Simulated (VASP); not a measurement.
Crystal: MoH8.

```xyz
9
Lattice="3.4217 0.0000 0.0000 -1.7109 2.9633 0.0000 0.0000 0.0000 6.7164" Properties=species:S:1:pos:R:3 pbc="T T T"
H     0.0000    0.0000    1.9662
H     0.0000    0.0000    4.7501
H     1.7109    0.0000    5.3087
H    -0.8554    1.4817    5.3087
H     0.8554    1.4817    5.3087
H     1.7109    0.0000    1.4077
H    -0.8554    1.4817    1.4077
H     0.8554    1.4817    1.4077
Mo    0.0000    0.0000    3.3582
```

The cell was built from a structure type or drawn by symmetry, and may not be a known phase.

| Quantity | Value |
| --- | --- |
| Program | VASP 6.6.1 |
| Task | relaxation of cell and atoms |
| Functional | PBE |
| Potentials or basis | VASP PAW PBE potentials, release 64 (H_h, Mo_sv) |
| Cutoff | 910 eV |
| k mesh | 6 × 6 × 4 |
| Occupations | gaussian, width 0.1 eV |
| Spin | no spin polarisation |

At the start: pressure -3.2 GPa; volume 7.57 Å³/atom.

Problem. Where does the relaxation end?

Solution. Over 57 steps the energy falls by 1153.7 meV/atom and the volume is 6.05 Å³/atom (-20.0 %); space group P6/mmm (No. 191, to 0.1 Å) before and after.

The path:
| step | energy change (eV) | largest force (eV/Å) | pressure (GPa) | volume (Å³) |
| --- | --- | --- | --- | --- |
| 1 | 0.0000 | 8.9472 | -3.17 | 68.10 |
| 3 | -3.3593 | 0.7678 | -20.36 | 66.49 |
| 5 | -5.6229 | 0.8965 | -0.47 | 47.04 |
| 7 | -6.4806 | 1.1194 | 29.76 | 39.35 |
| 9 | -6.5459 | 2.5880 | 47.67 | 36.86 |
| 11 | -6.5952 | 3.2258 | 63.38 | 35.23 |
| 13 | -8.3213 | 1.3726 | 59.73 | 35.87 |
| 15 | -8.3554 | 1.7694 | 59.51 | 35.93 |
| 17 | -8.5429 | 0.9371 | 60.70 | 36.06 |
| 19 | -10.0540 | 0.2935 | 8.67 | 43.62 |
| 21 | -10.0894 | 0.4374 | 2.04 | 45.29 |
| 23 | -10.1969 | 0.3027 | 0.73 | 46.47 |
| 25 | -10.2860 | 0.1156 | 0.07 | 48.54 |
| 27 | -10.3064 | 0.1300 | 0.96 | 48.92 |
| 29 | -10.3223 | 0.2324 | -1.31 | 50.81 |
| 31 | -10.3242 | 0.2442 | -1.79 | 51.31 |
| 33 | -10.3320 | 0.1691 | -1.28 | 51.73 |
| 35 | -10.3331 | 0.1223 | -0.94 | 51.95 |
| 37 | -10.3453 | 0.0845 | 0.72 | 51.61 |
| 39 | -10.3490 | 0.1079 | 2.25 | 51.33 |
| 41 | -10.3620 | 0.0636 | 1.76 | 51.70 |
| 43 | -10.3704 | 0.0714 | 1.09 | 52.31 |
| 45 | -10.3739 | 0.0484 | 0.09 | 52.87 |
| 47 | -10.3748 | 0.0439 | -0.04 | 53.04 |
| 49 | -10.3756 | 0.0771 | 0.85 | 53.55 |
| 51 | -10.3775 | 0.0165 | 0.36 | 53.43 |
| 53 | -10.3785 | 0.0699 | -0.04 | 53.78 |
| 55 | -10.3796 | 0.0649 | 0.04 | 53.93 |
| 57 | -10.3830 | 0.0398 | 0.17 | 54.47 |

Final structure:
```
H Mo
1.0
     3.41319    0.00000    0.00000
    -1.70659    2.95591    0.00000
     0.00000    0.00000    5.39905
H Mo
8 1
Direct
  0.00000 0.00000 0.17133
  0.00000 0.00000 0.82867
  0.50000 0.00000 0.66372
  0.00000 0.50000 0.66372
  0.50000 0.50000 0.66372
  0.50000 0.00000 0.33628
  0.00000 0.50000 0.33628
  0.50000 0.50000 0.33628
  0.00000 0.00000 0.50000
```

Caveat: the volume moved by over 15 % at a fixed basis, so the end points are rough.
